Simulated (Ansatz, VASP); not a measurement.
One calculation of Ti, two programs

Contents of INCAR:

```
SYSTEM = Ti
  ALGO = Normal
  EDIFF = 1E-8
  ENCUT = 400
  GGA = PS
  GGA_COMPAT = .False.
  ISIF = 2
  ISMEAR = -1
  LASPH = .True.
  LCHARG = .False.
  LEFG = .True.
  LREAL = .False.
  LWAVE = .False.
  NBANDS = 19
  NELM = 120
  PREC = Accurate
  SIGMA = 0.08
```

Contents of KPOINTS:

```
k-points
0
Gamma
  13 13 7
  0 0 0
```

POSCAR

```
Ti
1.0
    2.9499978604      0.0000000000      0.0000000000
   -1.4749989302      2.5547730882      0.0000000000
    0.0000000000      0.0000000000      4.7328600000
Ti
2
Direct
    0.3333333333      0.6666666667      0.2500000000
    0.6666666667      0.3333333333      0.7500000000
```

Input for Ansatz:

```yaml
crystal:
  lattice:
    - [2.9499978604, 0.0, 0.0]
    - [-1.4749989302, 2.5547730882, 0.0]
    - [0.0, 0.0, 4.73286]
  atoms:
    - { symbol: Ti, position: [0.3333333333, 0.6666666667, 0.25] }
    - { symbol: Ti, position: [0.6666666667, 0.3333333333, 0.75] }
kpoints:
  mp_grid: { grid: [13, 13, 7] }
scf:
  occupations: { method: fermi_dirac, width: 0.08 }
hamiltonian:
  xc: pbesol
  pseudopotentials: { kind: all_electron, datasets: crystal }
output:
  forces: true
  stress: true
  eigenvalues: true
  efg: { contact_densities: true }
```

Change from the starting cell: zz strain of +1 %, crystal datasets.

Alike in both runs: task electric field gradients; functional PBEsol; k mesh 13 × 13 × 7; occupations fermi-dirac, width 0.08 eV; no spin polarisation.

|  | VASP | Ansatz |
| --- | --- | --- |
| version | VASP 6.6.1 | Ansatz 0.2.0 |
| potentials or method | VASP PAW PBE potentials, release 64 (Ti_sv), cutoff 400 eV | all-electron PAW with datasets made for the crystal, scalar-relativistic |

```csv
,VASP,Ansatz,Ansatz less VASP
pressure (GPa),-7.6,-6.8,+0.87
"traceless stress, the component that is largest in VASP (GPa)",-1.00,-1.01,-0.008
size of Vzz on the site where it differs most (V/Å²),14.4,15.8,+1.38
```

VASP's potentials were made for PBE, not for PBEsol. Ansatz ran all-electron here, and VASP with PAW potentials. Ansatz's warnings: printed levels off.
